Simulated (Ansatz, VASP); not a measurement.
One calculation of CdS, two programs

```
CELL_PARAMETERS angstrom
4.26117 0.00000 0.00000
-2.13058 3.69028 0.00000
0.00000 0.00000 5.80417
ATOMIC_POSITIONS crystal
Cd 0.00000 0.00000 0.44269
S 0.66667 0.33333 0.43431
```

Alike in both runs: functional r2SCAN; k mesh 5 × 5 × 4; occupations fermi-dirac, width 0.05 eV; non-collinear spin, spin-orbit coupling.

|  | VASP | Ansatz |
| --- | --- | --- |
| version | VASP 6.6.1 | Ansatz 0.2.0 |
| potentials or method | VASP PAW PBE potentials, release 64 (Cd, S) | Ansatz PAW |
| plane-wave cutoff (eV) | 520 | 500 |
| valence electrons in the cell | 18 | 26 |
| task | single point | band structure |

|  | VASP | Ansatz | Ansatz less VASP |
| --- | --- | --- | --- |
| pressure (GPa) | -0.7 | -0.9 | -0.16 |
| traceless stress, the component that is largest in VASP (GPa) | 0.60 | 0.79 | +0.181 |
| rms of the force components (eV/Å) | 0.007 | 0.009 | +0.0017 |

VASP's potentials were made for PBE, not for r2SCAN. Atom by atom the forces differ by 0.002 eV/Å (rms over components). The functional is the same, so the differences come from potentials, cutoffs and numerics. VASP's potentials hold 18 valence electrons a cell and Ansatz's 26, so a difference there can come from the potentials and not from the codes.
